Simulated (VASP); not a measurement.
A run of VASP 6.6.1 is set up as follows.

The input INCAR:

```
SYSTEM = CsO
PREC = Accurate
ENCUT = 520
EDIFF = 1E-6
ISMEAR = 0
SIGMA = 0.05
LREAL = .FALSE.
LASPH = .TRUE.
NELM = 100
ALGO = Normal
ISIF = 2
LWAVE = .FALSE.
LCHARG = .FALSE.
NBANDS = 23
```

The input KPOINTS:

```
regular mesh
0
G
  8 8 8
  0 0 0
```

The input POSCAR:

```
CsO
1.0
   -2.1610000000      3.2150000000      3.9464250000
    2.1610000000     -3.2150000000      3.9464250000
    2.1610000000      3.2150000000     -3.9464250000
Cs O
2 2
Direct
    0.2500000000      0.2500000000      0.0000000000
    0.7500000000      0.7500000000      0.0000000000
    0.6200000000      0.0000000000      0.6200000000
    0.3800000000      0.0000000000      0.3800000000
```

Potentials or basis: VASP PAW LDA potentials, release 64 (Cs_sv, O).

Command:

```console
$ cat potpaw_LDA.64/Cs_sv/POTCAR potpaw_LDA.64/O/POTCAR > POTCAR
$ mpirun -np 1 vasp_std > vasp.out
```

Q: Estimate the band gap on the k mesh.

A: 1.47 eV (least direct gap 1.58 eV).

Q: What does it give for the largest force?

A: 1.070 eV/Å.

Q: Estimate the pressure.

A: -4.5 GPa.

Forces in eV/Å, atoms in the order of the input:
```
Cs   0.000  0.000  0.359
Cs   0.000  0.000 -0.359
O    0.000 -1.070  0.000
O    0.000  1.070  0.000
```

Caveat: the cell differs from its parent crystal (strain +0.000 along x and y, +0.050 along z); the cell stands under tension; spin-orbit coupling is left out, which moves the levels of the heavy elements; forces of over 1 eV/Å act on the atoms, so gaps and moduli don't describe the material at rest. A k mesh can miss the band edges.
